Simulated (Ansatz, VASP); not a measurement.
# Two plane-wave programs on Si

Contents of INCAR:

```
SYSTEM = Si
PREC     = Accurate       ! precision mode
ENCUT    = 520            ! plane-wave cutoff, eV
EDIFF    = 1E-6           ! SCF threshold, eV
ISMEAR   = 0              ! smearing method
SIGMA    = 0.01           ! smearing width, eV
LREAL    = .False.        ! projectors in reciprocal space
LASPH    = .True.         ! aspherical terms in the spheres
NELM     = 80             ! most SCF steps
ALGO     = Normal         ! electronic algorithm
ISIF     = 2              ! what is computed and relaxed
LWAVE    = .False.        ! write WAVECAR
LCHARG   = .False.        ! write CHGCAR
GGA      = PE             ! functional
NBANDS   = 16             ! bands
```

KPOINTS

```
regular mesh
0
Gamma
  9 9 6
  0 0 0
```

The input POSCAR:

```
Si
1.0
    3.8513395658      0.0000000000      0.0000000000
   -1.9256697829      3.3353579026      0.0000000000
    0.0000000000      0.0000000000      6.3646947671
Si
4
Direct
    0.3333333333      0.6666666667     -0.0000722470
    0.6666666667      0.3333333333      0.4999277530
    0.3333333333      0.6666666667      0.3740722470
    0.6666666667      0.3333333333      0.8740722470
```

Input for Ansatz:

```yaml
crystal:
  lattice:
    - [3.8513395658, 0.0, 0.0]
    - [-1.9256697829, 3.3353579026, 0.0]
    - [0.0, 0.0, 6.3646947671]
  atoms:
    - { symbol: Si, position: [0.3333333333, 0.6666666667, -7.2247e-05] }
    - { symbol: Si, position: [0.6666666667, 0.3333333333, 0.499927753] }
    - { symbol: Si, position: [0.3333333333, 0.6666666667, 0.374072247] }
    - { symbol: Si, position: [0.6666666667, 0.3333333333, 0.874072247] }
basis:
  ecutwfc: 420
kpoints:
  mp_grid: { grid: [9, 9, 6] }
  band_path:
    path:
      - [0.0, 0.0, 0.0]
      - [0.0, 0.0, 0.0]
      - [0.5, 0.0, 0.0]
      - [0.5, 0.0, 0.0]
      - [0.3333333333, 0.3333333333, 0.0]
      - [0.0, 0.0, 0.5]
      - [0.0073555168, -0.0036777584, 0.0]
      - [-0.0073555168, 0.0036777584, 0.0]
      - [0.0, 0.0, 0.0121556716]
      - [0.0, 0.0, -0.0121556716]
      - [0.0073555168, -0.0036777584, 0.0]
      - [-0.0073555168, 0.0036777584, 0.0]
      - [0.0, 0.0, 0.0121556716]
      - [0.0, 0.0, -0.0121556716]
    npoints: 1
hamiltonian:
  xc: pbe
  pseudopotentials: { kind: paw, azcp: { folder: soft_1 } }
scf:
  occupations: { method: fixed }
  n_extra_bands: 6
output:
  forces: true
  stress: true
  eigenvalues: true
```

Alike in both runs: task single point; functional PBE; k mesh 9 × 9 × 6; no spin polarisation.

|  | VASP | Ansatz |
| --- | --- | --- |
| version | VASP 6.6.1 | Ansatz 0.2.0 |
| potentials or method | VASP PAW PBE potentials, release 64 (Si), cutoff 520 eV | scalar-relativistic, plane waves, PAW |
| occupations | gaussian, width 0.01 eV | fixed |
| valence electrons in the cell | 16 | 16 |

```csv
,VASP,Ansatz,Ansatz less VASP
gap on the k mesh at the Fermi level (eV),0.49,0.49,0.000
least direct gap on the mesh (eV),0.99,0.99,-0.004
pressure (GPa),-0.1,0.0,+0.06
```
